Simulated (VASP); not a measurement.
Wanted: the native input for a VASP 6.6.1 run.

```yaml
Task: single point
Functional: PBE
Potentials_or_basis: VASP PAW PBE potentials, release 64 (Ta_pv, N)
Cutoff: 520 eV
k_mesh: 6 × 6 × 2
Occupations: gaussian, width 0.1 eV
Spin: collinear spin, ferromagnetic start
Starting_moments: "[1.0, 1.0, 1.0, 0.0] μB"
Dipole_correction: no
Further_INCAR_settings: ALGO = Normal; EDIFF = 1e-07; NBANDS = 31
```

The structure of Ta3N lies in POSCAR:

```
Ta3N
1.0
    3.0322239600      0.0000000000      0.0000000000
   -1.5161119800      2.6259829800      0.0000000000
    0.0000000000      0.0000000000      7.5241370200
Ta N
3 1
Direct
    0.0000000000      0.0000000000      0.5000000000
    0.3333333300      0.6666666700      0.1739300000
    0.6666666700      0.3333333300      0.8260700000
    0.0000000000      0.0000000000      0.0000000000
```

One way to write it, as run:

INCAR

```
ALGO = Normal
EDIFF = 1E-7
ENCUT = 520
GGA = PE
ISIF = 2
ISMEAR = 0
ISPIN = 2
LASPH = T
LCHARG = T
LELF = T
LMAXMIX = 4
LORBIT = 11
LREAL = F
LVHAR = T
LWAVE = F
MAGMOM = 1 1 1 0
NBANDS = 31
NELM = 150
PREC = Accurate
SIGMA = 0.1
```

KPOINTS

```
k-points
0
Gamma
  6 6 2
```

Potentials or basis: VASP PAW PBE potentials, release 64 (Ta_pv, N).

Launch:

```console
$ cat potpaw_PBE.64/Ta_pv/POTCAR potpaw_PBE.64/N/POTCAR > POTCAR
$ mpirun -np 1 vasp_std > vasp.out
```

Results of the run:

```yaml
Pressure: 0.2 GPa
Largest_force: 0.027 eV/Å
Band_gap_on_the_k_mesh: zero (filled and empty bands overlap)
Net_moment: 0.00 μB per cell
Valence_electrons_inside_the_program's_atomic_spheres: Ta 8.75, 8.89; N 3.76
```

Caveat: the k points lie up to 0.42 Å⁻¹ apart; spin-orbit coupling is left out, which moves the levels of the heavy elements.

Wall time 47 s on 1 thread of Intel(R) Xeon(R) 6975P-C (Granite Rapids) (shared host), peak memory 0.21 GiB.
